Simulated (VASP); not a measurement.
# SiO2 (P4_32_12) in VASP: notebook

SiO2 is run at these levels: PBE, r2SCAN; tasks: electric field gradients.

All numbers are computed with VASP 6.6.1; they aren't measurements. Logs are shortened: lines on timing, memory, paths and dates and some standing lists are left out, and cuts for length are marked.

**1. The cell of the first run**

The structure is tetragonal, space group P4_32_12 (No. 96). Conventional cell: a = 4.976 Å, b = 4.976 Å, c = 6.901 Å, α = 90.00°, β = 90.00°, γ = 90.00°. Within 2.1 Å of Si (site symmetry 2) lie 4 O at 1.61 Å. O (site symmetry 1) has 2 Si at 1.61 Å within 2.1 Å.

**2. Electric field gradients, PBE**

INCAR reads:

```
PREC = Accurate ; ENCUT = 520
EDIFF = 1E-8 ; ISMEAR = -1
SIGMA = 0.02 ; LREAL = F
LASPH = T ; NELM = 80
ALGO = Normal ; ISIF = 2
LWAVE = F ; LCHARG = F
GGA = PE ; LEFG = T
NBANDS = 44
```

KPOINTS reads:

```
regular mesh
0
Gamma
  5 5 4
```

POSCAR reads:

```
SiO2
1.0
    4.9755888200      0.0000000000      0.0000000000
    0.0000000000      4.9755888200      0.0000000000
    0.0000000000      0.0000000000      6.9008894400
Si O
4 8
Direct
    0.1967534400      0.1967534400      0.0000000000
    0.3032465600      0.6967534400      0.7500000000
    0.6967534400      0.3032465600      0.2500000000
    0.8032465600      0.8032465600      0.5000000000
    0.6103870700      0.7382423700      0.6820415600
    0.3896129300      0.2617576300      0.1820415600
    0.7382423700      0.6103870700      0.3179584400
    0.2382423700      0.8896129300      0.9320415600
    0.2617576300      0.3896129300      0.8179584400
    0.1103870700      0.7617576300      0.5679584400
    0.8896129300      0.2382423700      0.0679584400
    0.7617576300      0.1103870700      0.4320415600
```

Potentials or basis: VASP PAW PBE potentials, release 64 (Si, O).

Command:

```sh
> cat potpaw_PBE.64/Si/POTCAR potpaw_PBE.64/O/POTCAR > POTCAR
> mpirun -np 1 vasp_std > vasp.out
```

OUTCAR:

```text
PREC = Accurate
   ENCUT = 520
   EDIFF = 1E-8
   ISMEAR = -1
   LREAL = F
   LASPH = T
   NELM = 80
   ISIF = 2
   GGA = PE

 ion  position               nearest neighbor table
   1  0.197  0.197  0.000-   8 1.61  11 1.61   9 1.61   6 1.61   2 3.07   3 3.07   2 3.07   3 3.07

   2  0.303  0.697  0.750-   5 1.61   9 1.61   8 1.61  10 1.61   1 3.07   4 3.07   1 3.07   4 3.07

   3  0.697  0.303  0.250-   6 1.61   7 1.61  11 1.61  12 1.61   1 3.07   4 3.07   4 3.07   1 3.07

   4  0.803  0.803  0.500-  10 1.61  12 1.61   5 1.61   7 1.61   2 3.07   3 3.07   3 3.07   2 3.07

   5  0.610  0.738  0.682-   2 1.61   4 1.61
   6  0.390  0.262  0.182-   3 1.61   1 1.61
   7  0.738  0.610  0.318-   3 1.61   4 1.61
   8  0.238  0.890  0.932-   1 1.61   2 1.61
   9  0.262  0.390  0.818-   2 1.61   1 1.61
  10  0.110  0.762  0.568-   4 1.61   2 1.61
  11  0.890  0.238  0.068-   1 1.61   3 1.61
  12  0.762  0.110  0.432-   4 1.61   3 1.61

  LATTYP: Found a simple tetragonal cell.
 ALAT       =     4.9755888200
 C/A-ratio  =     1.3869493018

  Lattice vectors:

 A1 = (   4.9755888200,   0.0000000000,   0.0000000000)
 A2 = (   0.0000000000,   4.9755888200,   0.0000000000)
 A3 = (   0.0000000000,   0.0000000000,   6.9008894400)

Analysis of symmetry for initial positions (statically):
=====================================================================
 Subroutine PRICEL returns:
 Original cell was already a primitive cell.

 Routine SETGRP: Setting up the symmetry group for a
 simple tetragonal supercell.

 Subroutine GETGRP returns: Found  8 space group operations
 (whereof  2 operations were pure point group operations)
 out of a pool of 16 trial point group operations.

The static configuration has the point symmetry C_2 .
 The point group associated with its full space group is D_4 .

Analysis of symmetry for dynamics (positions and initial velocities):
=====================================================================
 Subroutine PRICEL returns:
 Original cell was already a primitive cell.

 Routine SETGRP: Setting up the symmetry group for a
 simple tetragonal supercell.

 Subroutine GETGRP returns: Found  8 space group operations
 (whereof  2 operations were pure point group operations)
 out of a pool of 16 trial point group operations.

The dynamic configuration has the point symmetry C_2 .
 The point group associated with its full space group is D_4 .

 Subroutine INISYM returns: Found  8 space group operations
 (whereof  2 operations are pure point group operations),
 and found     1 'primitive' translations

----------------------------------------------------------------------------------------

                                     Primitive cell

  volume of cell :     170.8418

  direct lattice vectors                    reciprocal lattice vectors
     4.975588820  0.000000000  0.000000000     0.200981238  0.000000000  0.000000000
     0.000000000  4.975588820  0.000000000     0.000000000  0.200981238  0.000000000
     0.000000000  0.000000000  6.900889440     0.000000000  0.000000000  0.144908857

  length of vectors
     4.975588820  4.975588820  6.900889440     0.200981238  0.200981238  0.144908857

  position of ions in fractional coordinates (direct lattice)
     0.196753440  0.196753440  0.000000000
     0.303246560  0.696753440  0.750000000
     0.696753440  0.303246560  0.250000000
     0.803246560  0.803246560  0.500000000
     0.610387070  0.738242370  0.682041560
     0.389612930  0.261757630  0.182041560
     0.738242370  0.610387070  0.317958440
     0.238242370  0.889612930  0.932041560
     0.261757630  0.389612930  0.817958440
     0.110387070  0.761757630  0.567958440
     0.889612930  0.238242370  0.067958440
     0.761757630  0.110387070  0.432041560

  ion indices of the primitive-cell ions
   primitive index   ion index
                 1           1
                 2           2
                 3           3
                 4           4
                 5           5
                 6           6
                 7           7
                 8           8
                 9           9
                10          10
                11          11
                12          12

----------------------------------------------------------------------------------------

 KPOINTS: regular mesh

Automatic generation of k-mesh.
 Grid dimensions read from file:
 generate k-points for:    5    5    4

 Generating k-lattice:

[... 49 lines left out ...]
   LNONCOLLINEAR =      F non collinear calculations
   LSORBIT =      F    spin-orbit coupling
   LASPH  =      T    aspherical Exc in radial PAW
   ENCUT  =  520.0 eV  38.22 Ry    6.18 a.u.   9.25  9.25 12.83*2*pi/ulx,y,z
   NELM   =     80;   NELMIN=  2; NELMDL= -5     # of ELM steps
   EDIFF  = 0.1E-07   stopping-criterion for ELM
   LREAL  =      F    real-space projection
   EDIFFG = 0.1E-06   stopping-criterion for IOM
   NSW    =      0    number of steps for IOM
   IBRION =     -1    ionic relax: 0-MD 1-quasi-New 2-CG
   NFREE  =      0    steps in history (QN), initial steepest desc. (CG)
   ISIF   =      2    stress and relaxation
   ISYM   =      2    0-nonsym 1-usesym 2-fastsym
   POTIM  = 0.5000    time-step for ionic-motion
   TEBEG  =    0.0;   TEEND  =   0.0 temperature during run
   PSTRESS=    0.0 pullay stress
   NELECT =      64.0000    total number of electrons
   NUPDOWN=      -1.0000    fix difference up-down
   EMIN   =  10.00;   EMAX   =-10.00  energy-range for DOS
   EFERMI =   0.00;   METHOD = LEGACY
   ISMEAR =    -1;   SIGMA  =   0.02  broadening in eV -4-tet -1-fermi 0-gaus
   EFERMI_NEDOS =   21; number of points for ismear=-14 and -15
   IALGO  =     38    algorithm
   IMIX   =      4    mixing-type and parameters
     AMIX     =   0.40;   BMIX     =  1.00
     AMIX_MAG =   1.60;   BMIX_MAG =  1.00
  volume/ion in A,a.u.               =      14.24        96.07
  Fermi-wavevector in a.u.,A,eV,Ry     =   1.180149  2.230158 18.949534  1.392751
  Thomas-Fermi vector in A             =   2.316447
   LORBIT       =      0    0 simple, 1 ext, 2 COOP (PROOUT), +10 PAW based schemes
   GGA     = PE    functional components
   LHFCALC =     F    Hartree Fock is set to
   AEXX    =    0.0000 exact exchange contribution
   IVDW    =     0    specifies the selected vdW correction
   LEPSILON=     F    determine dielectric tensor
   LRPA    =     F    only Hartree local field effects (RPA)
 non-spin polarized calculation
  energy-cutoff  :      520.00
  volume of cell :      170.84
 maximum number of plane-waves:      4630
 NGX is ok and might be reduce to    40
   NGX = 19   NGY = 19   NGZ = 25

 number of electron      63.9999967 magnetization

 Free energy of the ion-electron system (eV)
  ---------------------------------------------------
  ext. energy  EPLUGINS =         0.00000000
  ---------------------------------------------------
  free energy    TOTEN  =       -94.84010368 eV

  energy without entropy =      -94.84010368  energy(sigma->0) =      -94.84010368

 E-fermi :   0.6182     XC(G=0):  -8.4624

 val. band max:        0.1721691944   @ k =   0.0000   0.0000   0.0000
 cond. band min:       5.9030959940   @ k =   0.0000   0.0000   0.0000
 fundamental gap:      5.7309267996
 Fermi energy:         0.6181795257

 k-point     1 :       0.0000    0.0000    0.0000
  band No.  band energies     occupation
      1     -19.2955      2.00000
      2     -18.3881      2.00000
      3     -18.3881      2.00000
      4     -17.2239      2.00000
      5     -17.1782      2.00000
      6     -17.1773      2.00000
[... 835 lines left out ...]
     43      10.9557      0.00000
     44      10.9557      0.00000

------------------------ aborting loop because EDIFF is reached ----------------------------------------

  FORCE on cell =-STRESS in cart. coord.  units (eV):
  Direction    XX          YY          ZZ          XY          YZ          ZX
  --------------------------------------------------------------------------------------
  -------------------------------------------------------------------------------------
  Total        5.1772467      5.1772467      5.3364145      0.0000000      0.0000000     -0.0000000
  in kB       48.5529254     48.5529254     50.0456235      0.0000000      0.0000000     -0.0000000
  external PRESSURE =      49.0504915 kB  Pullay stress =       0.0000000 kB

 VOLUME and BASIS-vectors are now :
 -----------------------------------------------------------------------------
  energy-cutoff  :      520.00
  volume of cell :      170.84
      direct lattice vectors                 reciprocal lattice vectors
     4.975588820  0.000000000  0.000000000     0.200981238  0.000000000  0.000000000
     0.000000000  4.975588820  0.000000000     0.000000000  0.200981238  0.000000000
     0.000000000  0.000000000  6.900889440     0.000000000  0.000000000  0.144908857

 POSITION                                       TOTAL-FORCE (eV/Angst)
 -----------------------------------------------------------------------------------
      0.97896      0.97896      0.00000         0.025353      0.025353      0.000000
      1.50883      3.46676      5.17567        -0.025353      0.025353     -0.000000
      3.46676      1.50883      1.72522         0.025353     -0.025353     -0.000000
      3.99662      3.99662      3.45044        -0.025353     -0.025353      0.000000
      3.03704      3.67319      4.70669         0.158019     -0.041890      0.220947
      1.93855      1.30240      1.25625        -0.158019      0.041890      0.220947
      3.67319      3.03704      2.19420        -0.041890      0.158019     -0.220947
      1.18540      4.42635      6.43192        -0.041890     -0.158019      0.220947
      1.30240      1.93855      5.64464         0.041890     -0.158019     -0.220947
      0.54924      3.79019      3.91942         0.158019      0.041890     -0.220947
      4.42635      1.18540      0.46897        -0.158019     -0.041890     -0.220947
      3.79019      0.54924      2.98147         0.041890      0.158019      0.220947
 -----------------------------------------------------------------------------------
    total drift:                                0.000000     -0.000000     -0.000000

  FREE ENERGIE OF THE ION-ELECTRON SYSTEM (eV)
  ---------------------------------------------------
  free  energy   TOTEN  =       -94.8401036848 eV

  energy  without entropy=      -94.8401036848  energy(sigma->0) =      -94.84010368

 Electric field gradients (V/A^2)
---------------------------------------------------------------------
 ion       V_xx      V_yy      V_zz      V_xy      V_xz      V_yz
---------------------------------------------------------------------
   1      -0.469    -0.469     0.937     0.670     2.821    -2.821
   2      -0.469    -0.469     0.937    -0.670     2.821     2.821
   3      -0.469    -0.469     0.937    -0.670    -2.821    -2.821
   4      -0.469    -0.469     0.937     0.670    -2.821     2.821
   5      44.505   -47.427     2.922    19.443   -56.533   -14.547
   6      44.505   -47.427     2.922    19.443    56.533    14.547
   7     -47.427    44.505     2.922    19.443    14.547    56.533
   8     -47.427    44.505     2.922   -19.443   -14.547    56.533
   9     -47.427    44.505     2.922    19.443   -14.547   -56.533
  10      44.505   -47.427     2.922   -19.443    56.533   -14.547
  11      44.505   -47.427     2.922   -19.443   -56.533    14.547
  12     -47.427    44.505     2.922   -19.443    14.547   -56.533
---------------------------------------------------------------------

 Electric field gradients after diagonalization (V/A^2)
 (convention: |V_zz| > |V_xx| > |V_yy|)
----------------------------------------------------------------------
 ion       V_xx      V_yy      V_zz     asymmetry (V_yy - V_xx)/ V_zz
----------------------------------------------------------------------
   1       4.022     0.201    -4.223       0.905
   2       4.022     0.201    -4.223       0.905
   3       4.022     0.201    -4.223       0.905
   4       4.022     0.201    -4.223       0.905
   5     -51.808   -36.480    88.288       0.174
   6     -51.808   -36.480    88.288       0.174
   7     -51.808   -36.480    88.288       0.174
   8     -51.808   -36.480    88.288       0.174
   9     -51.808   -36.480    88.288       0.174
  10     -51.808   -36.480    88.288       0.174
  11     -51.808   -36.480    88.288       0.174
  12     -51.808   -36.480    88.288       0.174
----------------------------------------------------------------------

           NMR quadrupolar parameters

 Cq : quadrupolar parameter    Cq=e*Q*V_zz/h
 eta: asymmetry parameters     (V_yy - V_xx)/ V_zz
 Q  : nuclear electric quadrupole moment in mb (millibarn)
----------------------------------------------------------------------
 ion       Cq(MHz)       eta       Q (mb)
----------------------------------------------------------------------
   1      -0.010       0.905       1.000
   2      -0.010       0.905       1.000
   3      -0.010       0.905       1.000
   4      -0.010       0.905       1.000
   5       0.213       0.174       1.000
   6       0.213       0.174       1.000
   7       0.213       0.174       1.000
   8       0.213       0.174       1.000
   9       0.213       0.174       1.000
  10       0.213       0.174       1.000
  11       0.213       0.174       1.000
  12       0.213       0.174       1.000
----------------------------------------------------------------------
```

Run time: 3.9 min. Hardware: 1 thread of AMD EPYC 7R43 (Zen 3), shared host; peak memory 0.28 GiB.

Results:

- Free energy: -94.8401 eV
- Pressure: 4.9 GPa
- Largest force: 0.275 eV/Å
- Band gap on the k mesh: 5.73 eV
- Largest electric field gradient by atom: Si -4.2; O +88.3 V/Å²

Forces in eV/Å, atoms in the order of the input:
```
Si   0.025  0.025  0.000
Si  -0.025  0.025  0.000
Si   0.025 -0.025  0.000
Si  -0.025 -0.025  0.000
O    0.158 -0.042  0.221
O   -0.158  0.042  0.221
O   -0.042  0.158 -0.221
O   -0.042 -0.158  0.221
O    0.042 -0.158 -0.221
O    0.158  0.042 -0.221
O   -0.158 -0.042 -0.221
O    0.042  0.158  0.221
```

Levels at points of the mesh, in eV from the valence-band top:
| k point | band 30 | band 31 | band 32 | band 33 | band 34 | band 35 |
| --- | --- | --- | --- | --- | --- | --- |
| (0.00, 0.00, 0.00) | -0.31 | -0.31 | 0.00 | 5.73 | 8.83 | 8.83 |
| (0.00, 0.00, 0.50) | -0.54 | -0.39 | -0.39 | 7.00 | 7.00 | 9.42 |

Electric field gradients, principal values (V/Å²):
| atom | least | middle | greatest (by size) |
| --- | --- | --- | --- |
| 1 Si | 0.201 | 4.022 | -4.223 |
| 2 Si | 0.201 | 4.022 | -4.223 |
| 3 Si | 0.201 | 4.022 | -4.223 |
| 4 Si | 0.201 | 4.022 | -4.223 |
| 5 O | -36.480 | -51.808 | 88.288 |
| 6 O | -36.480 | -51.808 | 88.288 |
| 7 O | -36.480 | -51.808 | 88.288 |
| 8 O | -36.480 | -51.808 | 88.288 |
| 9 O | -36.480 | -51.808 | 88.288 |
| 10 O | -36.480 | -51.808 | 88.288 |
| 11 O | -36.480 | -51.808 | 88.288 |
| 12 O | -36.480 | -51.808 | 88.288 |

Caveat: the cell stands under pressure; without QUAD_EFG the Cq values of the log hold for a quadrupole moment of 1 mb, not for the nuclei. A k mesh can miss the band edges.

[end of part 1 of 2]
